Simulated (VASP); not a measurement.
Input of a VASP 6.6.1 run:

The input INCAR:

```
SYSTEM = EuSn3
PREC = Accurate ; ENCUT = 520
EDIFF = 1E-6 ; ISMEAR = 0
SIGMA = 0.05 ; LREAL = .False.
LASPH = .True. ; NELM = 150
ALGO = Normal ; ISIF = 2
LWAVE = .False. ; LCHARG = .False.
ISPIN = 2 ; MAGMOM = 7.37 0 0 0
LORBIT = 11 ; LMAXMIX = 6
GGA = PS ; NBANDS = 42
```

The input KPOINTS:

```
regular mesh
0
Gamma
  6 6 6
  0 0 0
```

The input POSCAR:

```
EuSn3
1.0
    4.7106090787      0.0000000000      0.0000000000
    0.0000000000      4.7106090787      0.0000000000
    0.0000000000      0.0000000000      4.7106090787
Eu Sn
1 3
Direct
    0.0000000000      0.0000000000      0.0000000000
    0.0000000000      0.5000000000      0.5000000000
    0.5000000000      0.5000000000      0.0000000000
    0.5000000000      0.0000000000      0.5000000000
```

Potentials or basis: VASP PAW PBE potentials, release 64 (Eu, Sn_d).

Launch:

```console
$ cat potpaw_PBE.64/Eu/POTCAR potpaw_PBE.64/Sn_d/POTCAR > POTCAR
$ mpirun -np 1 vasp_std > vasp.out
```

**Question.** Predict the pressure.

**Answer.** -1.1 GPa.

**Question.** Estimate the net moment.

**Answer.** 6.82 μB per cell.

**Question.** Predict the site moments.

**Answer.** Eu +6.50; Sn -0.00 μB.

Caveat: the PAW data sets were made with another functional, which shifts forces and pressure a little. The state reached can hang on the start; a lower one may exist.
